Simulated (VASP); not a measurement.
# LiH (R-3m) in VASP: further runs

LiH is run at these levels: LDA; tasks: single point.

Program: VASP 6.6.1. These are calculated values, not measurements. Logs are shortened: lines on timing, memory, paths and dates and some standing lists are left out, and cuts for length are marked.

## 1. The cell of the first run

Symmetry: R-3m, No. 166, trigonal system. The conventional cell has a = 2.860 Å, b = 2.860 Å, c = 7.111 Å, α = 90.00°, β = 90.00°, γ = 120.00°. Within 2.7 Å of Li (site symmetry -3m) lie 6 H at 2.03 Å. Within 2.7 Å of H (site symmetry -3m) lie 6 Li at 2.03 Å.

## 2. Single point, LDA (equal xy, yz and zx shear strains of +1 %)

The input, INCAR:

```
  PREC = Accurate
  ENCUT = 520
  EDIFF = 1E-6
  ISMEAR = -1
  SIGMA = 0.03
  LREAL = False
  LASPH = True
  NELM = 100
  ALGO = Normal
  ISIF = 2
  LWAVE = False
  LCHARG = False
  NBANDS = 9
```

The input, KPOINTS:

```
Automatic mesh
0
Gamma
  11 11 11
```

The input, POSCAR:

```
LiH
1.0
    0.0203250000      2.0426625000      2.0426625000
    2.0426625000      0.0203250000      2.0426625000
    2.0426625000      2.0426625000      0.0203250000
Li H
1 1
Direct
    0.0000000000      0.0000000000      0.0000000000
    0.5000000000      0.5000000000      0.5000000000
```

Potentials or basis: VASP PAW LDA potentials, release 64 (Li_sv, H).

Run with:

```
> cat potpaw_LDA.64/Li_sv/POTCAR potpaw_LDA.64/H/POTCAR > POTCAR
> mpirun -np 1 vasp_std > vasp.out
```

OUTCAR:

```text
PREC = Accurate
   ENCUT = 520
   EDIFF = 1E-6
   ISMEAR = -1
   LREAL = False
   LASPH = True
   NELM = 100
   ISIF = 2

 ion  position               nearest neighbor table
   1  0.000  0.000  0.000-
   2  0.500  0.500  0.500-

  LATTYP: Found a trigonal (rhomboedric) cell.
 ALAT       =     2.8888325122
 COS(alpha) =     0.5099250056

  Lattice vectors:

 A1 = (   0.0203250000,   2.0426625000,   2.0426625000)
 A2 = (   2.0426625000,   0.0203250000,   2.0426625000)
 A3 = (   2.0426625000,   2.0426625000,   0.0203250000)

Analysis of symmetry for initial positions (statically):
=====================================================================
 Subroutine PRICEL returns:
 Original cell was already a primitive cell.

 Routine SETGRP: Setting up the symmetry group for a
 trigonal (rhombohedral) supercell.

 Subroutine GETGRP returns: Found 12 space group operations
 (whereof 12 operations were pure point group operations)
 out of a pool of 12 trial point group operations.

The static configuration has the point symmetry D_3d.

Analysis of symmetry for dynamics (positions and initial velocities):
=====================================================================
 Subroutine PRICEL returns:
 Original cell was already a primitive cell.

 Routine SETGRP: Setting up the symmetry group for a
 trigonal (rhombohedral) supercell.

 Subroutine GETGRP returns: Found 12 space group operations
 (whereof 12 operations were pure point group operations)
 out of a pool of 12 trial point group operations.

The dynamic configuration has the point symmetry D_3d.

 Subroutine INISYM returns: Found 12 space group operations
 (whereof 12 operations are pure point group operations),
 and found     1 'primitive' translations

----------------------------------------------------------------------------------------

                                     Primitive cell

  volume of cell :      16.7915

  direct lattice vectors                    reciprocal lattice vectors
     0.020325000  2.042662500  2.042662500    -0.248462607  0.246014700  0.246014700
     2.042662500  0.020325000  2.042662500     0.246014700 -0.248462607  0.246014700
     2.042662500  2.042662500  0.020325000     0.246014700  0.246014700 -0.248462607

  length of vectors
     2.888832512  2.888832512  2.888832512     0.427527931  0.427527931  0.427527931

  position of ions in fractional coordinates (direct lattice)
     0.000000000  0.000000000  0.000000000
     0.500000000  0.500000000  0.500000000

  ion indices of the primitive-cell ions
   primitive index   ion index
                 1           1
                 2           2

----------------------------------------------------------------------------------------

 KPOINTS: Automatic mesh

Automatic generation of k-mesh.
 Grid dimensions read from file:
 generate k-points for:   11   11   11

 Generating k-lattice:

  Cartesian coordinates                     Fractional coordinates (reciprocal lattice)
    -0.022587510  0.022364973  0.022364973     0.090909091  0.000000000  0.000000000
     0.022364973 -0.022587510  0.022364973     0.000000000  0.090909091  0.000000000
     0.022364973  0.022364973 -0.022587510     0.000000000  0.000000000  0.090909091

  Length of vectors
     0.038866176  0.038866176  0.038866176

  Shift w.r.t. Gamma in fractional coordinates (k-lattice)
     0.000000000  0.000000000  0.000000000

 Subroutine IBZKPT returns following result:
 ===========================================

 Found    146 irreducible k-points:

 Following reciprocal coordinates:
            Coordinates               Weight
  0.000000  0.000000  0.000000      1.000000
  0.090909  0.000000  0.000000      6.000000
  0.181818  0.000000  0.000000      6.000000
  0.272727  0.000000  0.000000      6.000000
  0.363636  0.000000  0.000000      6.000000
  0.454545 -0.000000 -0.000000      6.000000
[... 16 lines left out ...]
 -0.272727  0.181818 -0.000000     12.000000
 -0.181818  0.181818  0.000000      6.000000
 [... further k-points ...]
   k-points           NKPTS =    146   k-points in BZ     NKDIM =    146   number of bands    NBANDS=      9
   number of dos      NEDOS =    301   number of ions     NIONS =      2
   total plane-waves  NPLWV =  13824
   dimension x,y,z NGX =    24 NGY =   24 NGZ =   24
   dimension x,y,z NGXF=    48 NGYF=   48 NGZF=   48
   ions per type =               1   1
   NGX,Y,Z   is equivalent  to a cutoff of  13.81, 13.81, 13.81 a.u.
   NGXF,Y,Z  is equivalent  to a cutoff of  27.62, 27.62, 27.62 a.u.
 SYSTEM =  unknown system
   PREC   = accura    normal or accurate (medium, high low for compatibility)
   ISTART =      0    job   : 0-new  1-cont  2-samecut
   ICHARG =      2    charge: 1-file 2-atom 10-const
   ISPIN  =      1    spin polarized calculation?
   LNONCOLLINEAR =      F non collinear calculations
   LSORBIT =      F    spin-orbit coupling
   LASPH  =      T    aspherical Exc in radial PAW
   ENCUT  =  520.0 eV  38.22 Ry    6.18 a.u.   5.37  5.37  5.37*2*pi/ulx,y,z
   NELM   =    100;   NELMIN=  2; NELMDL= -5     # of ELM steps
   EDIFF  = 0.1E-05   stopping-criterion for ELM
   LREAL  =      F    real-space projection
   EDIFFG = 0.1E-04   stopping-criterion for IOM
   NSW    =      0    number of steps for IOM
   IBRION =     -1    ionic relax: 0-MD 1-quasi-New 2-CG
   NFREE  =      0    steps in history (QN), initial steepest desc. (CG)
   ISIF   =      2    stress and relaxation
   ISYM   =      2    0-nonsym 1-usesym 2-fastsym
   POTIM  = 0.5000    time-step for ionic-motion
   TEBEG  =    0.0;   TEEND  =   0.0 temperature during run
   PSTRESS=    0.0 pullay stress
   NELECT =       4.0000    total number of electrons
   NUPDOWN=      -1.0000    fix difference up-down
   EMIN   =  10.00;   EMAX   =-10.00  energy-range for DOS
   EFERMI =   0.00;   METHOD = LEGACY
   ISMEAR =    -1;   SIGMA  =   0.03  broadening in eV -4-tet -1-fermi 0-gaus
   EFERMI_NEDOS =   21; number of points for ismear=-14 and -15
   IALGO  =     38    algorithm
   IMIX   =      4    mixing-type and parameters
     AMIX     =   0.40;   BMIX     =  1.00
     AMIX_MAG =   1.60;   BMIX_MAG =  1.00
  volume/ion in A,a.u.               =       8.40        56.66
  Fermi-wavevector in a.u.,A,eV,Ry     =   1.014842  1.917773 14.012698  1.029904
  Thomas-Fermi vector in A             =   2.148093
   LORBIT       =      0    0 simple, 1 ext, 2 COOP (PROOUT), +10 PAW based schemes
   GGA     = CA    functional components
   LHFCALC =     F    Hartree Fock is set to
   AEXX    =    0.0000 exact exchange contribution
   IVDW    =     0    specifies the selected vdW correction
   LEPSILON=     F    determine dielectric tensor
   LRPA    =     F    only Hartree local field effects (RPA)
 non-spin polarized calculation
  energy-cutoff  :      520.00
  volume of cell :       16.79
 maximum number of plane-waves:       467
 NGX is ok and might be reduce to    24
   NGX = 11   NGY = 11   NGZ = 11

 number of electron       3.9999998 magnetization

 Free energy of the ion-electron system (eV)
  ---------------------------------------------------
  ext. energy  EPLUGINS =         0.00000000
  ---------------------------------------------------
  free energy    TOTEN  =        -6.47132363 eV

  energy without entropy =       -6.47132363  energy(sigma->0) =       -6.47132363

 E-fermi :   0.7864     XC(G=0):  -8.6699

 val. band max:       -0.0322165850   @ k =  -0.4545   0.4545   0.0000
 cond. band min:       2.7967032743   @ k =  -0.4545  -0.4545   0.0909
 fundamental gap:      2.8289198593
 Fermi energy:         0.7864449916

 k-point     1 :       0.0000    0.0000    0.0000
  band No.  band energies     occupation
      1     -43.4959      2.00000
      2      -5.3922      2.00000
      3      15.5855      0.00000
      4      16.7090      0.00000
      5      17.1377      0.00000
      6      17.1377      0.00000
      7      21.4172      0.00000
      8      21.9261      0.00000
      9      21.9261      0.00000

 k-point     2 :       0.0909    0.0000    0.0000
  band No.  band energies     occupation
      1     -43.4923      2.00000
      2      -5.2481      2.00000
      3      14.3714      0.00000
      4      16.3160      0.00000
      5      16.4545      0.00000
      6      16.8119      0.00000
      7      21.1925      0.00000
      8      22.1445      0.00000
      9      22.6069      0.00000

 k-point     3 :       0.1818    0.0000    0.0000
  band No.  band energies     occupation
      1     -43.4826      2.00000
      2      -4.8245      2.00000
      3      11.5360      0.00000
      4      15.2033      0.00000
      5      15.9344      0.00000
      6      16.2288      0.00000
      7      21.7320      0.00000
      8      22.5816      0.00000
      9      22.7417      0.00000

 k-point     4 :       0.2727    0.0000    0.0000
  band No.  band energies     occupation
      1     -43.4699      2.00000
      2      -4.1547      2.00000
      3       8.6315      0.00000
      4      14.2352      0.00000
      5      15.5495      0.00000
      6      15.7950      0.00000
      7      20.7581      0.00000
      8      20.9019      0.00000
      9      22.9646      0.00000
[... 205 lines left out ...]
 k-point    22 :      -0.3636    0.1818   -0.0000
  band No.  band energies     occupation
      1     -43.4473      2.00000
      2      -2.2610      2.00000
      3       5.2968      0.00000
      4       9.2582      0.00000
      5      13.9159      0.00000
      6      14.8773      0.00000
      7      21.4694      0.00000
      8      24.1353      0.00000
      9      25.9117      0.00000

 k-point    23 :      -0.2727    0.1818   -0.0000
  band No.  band energies     occupation
      1     -43.4549      2.00000
      2      -3.0689      2.00000
      3       7.1954      0.00000
      4       9.3992      0.00000
      5      14.9898      0.00000
      6      15.2034      0.00000
      7      20.9850      0.00000
      8      23.8313      0.00000
      9      25.1669      0.00000

 k-point    24 :      -0.1818    0.1818    0.0000
  band No.  band energies     occupation
      1     -43.4655      2.00000
      2      -3.8829      2.00000
      3       9.8439      0.00000
      4       9.8616      0.00000
      5      15.3273      0.00000
      6      16.6325      0.00000
      7      20.5743      0.00000
      8      22.4238      0.00000
      9      23.9874      0.00000

 [... further k-points ...]

------------------------ aborting loop because EDIFF is reached ----------------------------------------

  FORCE on cell =-STRESS in cart. coord.  units (eV):
  Direction    XX          YY          ZZ          XY          YZ          ZX
  --------------------------------------------------------------------------------------
  -------------------------------------------------------------------------------------
  Total       -0.4288805     -0.4288805     -0.4288805     -0.0483919     -0.0483919     -0.0483919
  in kB      -40.9220748    -40.9220748    -40.9220748     -4.6173592     -4.6173592     -4.6173592
  external PRESSURE =     -40.9220748 kB  Pullay stress =       0.0000000 kB

 VOLUME and BASIS-vectors are now :
 -----------------------------------------------------------------------------
  energy-cutoff  :      520.00
  volume of cell :       16.79
      direct lattice vectors                 reciprocal lattice vectors
     0.020325000  2.042662500  2.042662500    -0.248462607  0.246014700  0.246014700
     2.042662500  0.020325000  2.042662500     0.246014700 -0.248462607  0.246014700
     2.042662500  2.042662500  0.020325000     0.246014700  0.246014700 -0.248462607

 POSITION                                       TOTAL-FORCE (eV/Angst)
 -----------------------------------------------------------------------------------
      0.00000      0.00000      0.00000         0.000000     -0.000000      0.000000
      2.05283      2.05283      2.05282        -0.000000      0.000000     -0.000000
 -----------------------------------------------------------------------------------
    total drift:                                0.000000     -0.000000     -0.000000

  FREE ENERGIE OF THE ION-ELECTRON SYSTEM (eV)
  ---------------------------------------------------
  free  energy   TOTEN  =        -6.4713236295 eV

  energy  without entropy=       -6.4713236295  energy(sigma->0) =       -6.47132363
```

Run time: 6.9 s. Hardware: 1 thread of Intel Xeon 6975P-C (Granite Rapids), shared host; peak memory 0.13 GiB.

Results:

```
Free energy            : -6.4713 eV
Band gap on the k mesh : 2.83 eV, indirect (the least direct gap lies 2.8 meV higher)
```

Levels at points of the mesh, in eV from the valence-band top:
```tsv
k point	band 1	band 2	band 3	band 4	band 5	band 6	band 7
(0.00, 0.00, 0.00)	-43.46	-5.36	15.62	16.74	17.17	17.17	21.45
```

Caveat: the cell differs from its parent crystal (equal xy, yz and zx shear strains of +1 %); the cutoff is under 1.25 times the usual one of these potentials, so pressure, stress and relaxed cells hold a basis-set (Pulay) error.

## 3. Single point, LDA (equal xy, yz and zx shear strains of +2 %)

The input, INCAR:

```
ALGO = Normal ; EDIFF = 1E-6
ENCUT = 520 ; ISIF = 2
ISMEAR = -1 ; LASPH = T
LCHARG = F ; LREAL = F
LWAVE = F ; NBANDS = 9
NELM = 100 ; PREC = Accurate
SIGMA = 0.03
```

The input, KPOINTS:

```
k-points
0
Gamma
  11 11 11
```

The input, POSCAR:

```
LiH
1.0
    0.0406500000      2.0528250000      2.0528250000
    2.0528250000      0.0406500000      2.0528250000
    2.0528250000      2.0528250000      0.0406500000
Li H
1 1
Direct
    0.0000000000      0.0000000000      0.0000000000
    0.5000000000      0.5000000000      0.5000000000
```

Potentials or basis: VASP PAW LDA potentials, release 64 (Li_sv, H).

Run with:

```
> cat potpaw_LDA.64/Li_sv/POTCAR potpaw_LDA.64/H/POTCAR > POTCAR
> mpirun -np 1 vasp_std > vasp.out
```

It took 5.9 s on 1 thread of Intel Xeon 6975P-C (Granite Rapids), shared host; peak memory 0.13 GiB.

The run converged. Its results:

```
Free energy            : -6.4692 eV
Band gap on the k mesh : 2.82 eV, indirect (least direct gap 2.83 eV)
```

Levels at points of the mesh, in eV from the valence-band top:
```
           k point  band 1  band 2  band 3  band 4  band 5
(0.00, 0.00, 0.00)  -43.47   -5.37   15.60   16.43   17.31
```

Caveat: the cell differs from its parent crystal (equal xy, yz and zx shear strains of +2 %); the cutoff is under 1.25 times the usual one of these potentials, so pressure, stress and relaxed cells hold a basis-set (Pulay) error.
